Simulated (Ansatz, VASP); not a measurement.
TiC: VASP beside Ansatz

INCAR

```
SYSTEM = TiC
ALGO = Normal
EDIFF = 1E-6
ENCUT = 520
GGA = PE
ISIF = 2
ISMEAR = -1
LASPH = .True.
LCHARG = .True.
LELF = .True.
LREAL = .False.
LVHAR = .True.
LWAVE = .False.
NBANDS = 15
NELM = 80
PREC = Accurate
SIGMA = 0.05
```

The input KPOINTS:

```
k-points
0
Gamma
  15 15 15
  0 0 0
```

POSCAR

```
TiC
1.0
    0.0000000000      1.7749225569      1.7749225569
    1.7749225569      0.0000000000      1.7749225569
    1.7749225569      1.7749225569      0.0000000000
Ti C
1 1
Direct
    0.0000000000      0.0000000000      0.0000000000
    0.5000000000      0.5000000000      0.5000000000
```

Input for Ansatz:

```yaml
crystal:
  lattice:
    - [0.0, 1.7749225569, 1.7749225569]
    - [1.7749225569, 0.0, 1.7749225569]
    - [1.7749225569, 1.7749225569, 0.0]
  atoms:
    - { symbol: Ti, position: [0.0, 0.0, 0.0] }
    - { symbol: C, position: [0.5, 0.5, 0.5] }
kpoints:
  mp_grid: { grid: [15, 15, 15] }
  band_path:
    path:
      - [0.0, 0.0, 0.0]
      - [0.5, 0.0, 0.5]
      - [0.625, 0.25, 0.625]
      - [0.375, 0.375, 0.75]
      - [0.0, 0.0, 0.0]
      - [0.5, 0.5, 0.5]
      - [0.5, 0.25, 0.75]
      - [0.5, 0.0, 0.5]
    npoints: 8
scf:
  occupations: { method: fermi_dirac, width: 0.05 }
hamiltonian:
  xc: pbe
  pseudopotentials: { kind: all_electron, lapw: { basis_error: 0.001 } }
output:
  forces: true
  stress: true
  eigenvalues: true
  populations: true
  dos: { projected: true, de: 0.2, e_range: [-14, 8] }
```

Change from the starting cell: volume scaled by 0.55, LAPW.

Alike in both runs: task single point; functional PBE; k mesh 15 × 15 × 15; occupations fermi-dirac, width 0.05 eV; no spin polarisation.

```csv
,VASP,Ansatz
version,VASP 6.6.1,Ansatz 0.2.0
potentials or method,"VASP PAW PBE potentials, release 64 (Ti_sv, C), cutoff 520 eV","all-electron LAPW, scalar-relativistic"
```

VASP gave:

```
pressure (GPa) : 467.8
```

Question: What did Ansatz give for the same quantities?

Answer: Pressure (GPa): 474.6.

Both programs put the cell under a high pressure, so it lies far from rest at this level. Ansatz ran all-electron here, and VASP with PAW potentials.

Noted on VASP's run: the cell as given lies far from equilibrium.
